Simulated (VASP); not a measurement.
Write the native input for VASP 6.6.1 that does the following.

```
Task                   : single point
Functional             : PBE
Potentials or basis    : VASP PAW PBE potentials, release 64 (Te, Sb, Ni)
Cutoff                 : 520 eV
k mesh                 : 7 × 7 × 5
Occupations            : fermi-dirac, width 0.05 eV
Spin                   : collinear spin, ferromagnetic start
Starting moments       : [0.0, 0.0, 0.5, 0.5] μB
Fixed moment           : 1 μB
Dipole correction      : no
Further INCAR settings : ALGO = Normal; EDIFF = 1e-07; NBANDS = 28
```

The structure of Ni2SbTe lies in POSCAR:

```
Ni2SbTe
1.0
    3.9656228857      0.0000000000      0.0000000000
   -1.9828114428      3.4343301608      0.0000000000
    0.0000000000      0.0000000000      5.2034824400
Te Sb Ni
1 1 2
Direct
    0.3333333333      0.6666666667      0.0000000000
    0.6666666667      0.3333333333      0.5000000000
    0.0000000000      0.0000000000      0.2531824000
    0.0000000000      0.0000000000      0.7468176000
```

The input as run:

INCAR

```
SYSTEM = Ni2SbTe
PREC = Accurate
ENCUT = 520
EDIFF = 1E-7
ISMEAR = -1
SIGMA = 0.05
LREAL = .False.
LASPH = .True.
NELM = 150
ALGO = Normal
ISIF = 2
LWAVE = .False.
LCHARG = .False.
ISPIN = 2
MAGMOM = 0 0 0.5 0.5
LORBIT = 11
NUPDOWN = 1.0
LMAXMIX = 4
GGA = PE
NBANDS = 28
```

KPOINTS

```
regular mesh
0
Gamma
  7 7 5
  0 0 0
```

Potentials or basis: VASP PAW PBE potentials, release 64 (Te, Sb, Ni).

Command:

```sh
$ cat potpaw_PBE.64/Te/POTCAR potpaw_PBE.64/Sb/POTCAR potpaw_PBE.64/Ni/POTCAR > POTCAR
$ mpirun -np 1 vasp_std > vasp.out
```

Results of the run:

```
Pressure                                              : 3.5 GPa
Largest force                                         : 0.051 eV/Å
Net moment                                            : 1.00 μB per cell
Site moments                                          : Te +0.11; Sb +0.08; Ni +0.34 μB
Valence electrons inside the program's atomic spheres : Te 3.37; Sb 2.42; Ni 9.33
```

Caveat: the cell stands under pressure; the total moment is fixed, so each spin has its own Fermi level and the state may be an excited one.

Wall time 45 s on 1 thread of AMD EPYC 9R45 96-Core Processor (Zen 5), with other jobs on the host, peak memory 0.23 GiB.
